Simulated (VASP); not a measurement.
A run of VASP 6.6.1 is set up as follows.

Contents of INCAR:

```
  ALGO = Normal
  EDIFF = 1E-6
  ENCUT = 750
  GGA = PS
  GGA_COMPAT = False
  ISIF = 2
  ISMEAR = 0
  IVDW = 12
  LASPH = True
  LCHARG = True
  LELF = True
  LREAL = False
  LVHAR = True
  LWAVE = False
  NBANDS = 12
  NELM = 120
  PREC = Accurate
  SIGMA = 0.01
```

Contents of KPOINTS:

```
k-points
0
Gamma
  7 7 7
```

The input POSCAR:

```
LiF
1.0
    0.0000000000      2.0140000000      2.0140000000
    2.0140000000      0.0000000000      2.0140000000
    2.0140000000      2.0140000000      0.0000000000
Li F
1 1
Direct
    0.0000000000      0.0000000000      0.0000000000
    0.5000000000      0.5000000000      0.5000000000
```

Potentials or basis: VASP PAW PBE potentials, release 64 (Li_sv, F).

The run is started by

```bash
$ cat potpaw_PBE.64/Li_sv/POTCAR potpaw_PBE.64/F/POTCAR > POTCAR
$ mpirun -np 1 vasp_std > vasp.out
```

Problem. Estimate the band gap on the k mesh.

Solution. 8.91 eV.

Problem. Estimate the dispersion energy per atom.

Solution. -0.144 eV.

Problem. Predict the pressure.

Solution. -4.3 GPa.

Caveat: the cell stands under tension; the PAW data sets were made with another functional, which shifts forces and pressure a little. PBEsol gaps usually lie below the measured ones, often by a third to a half.
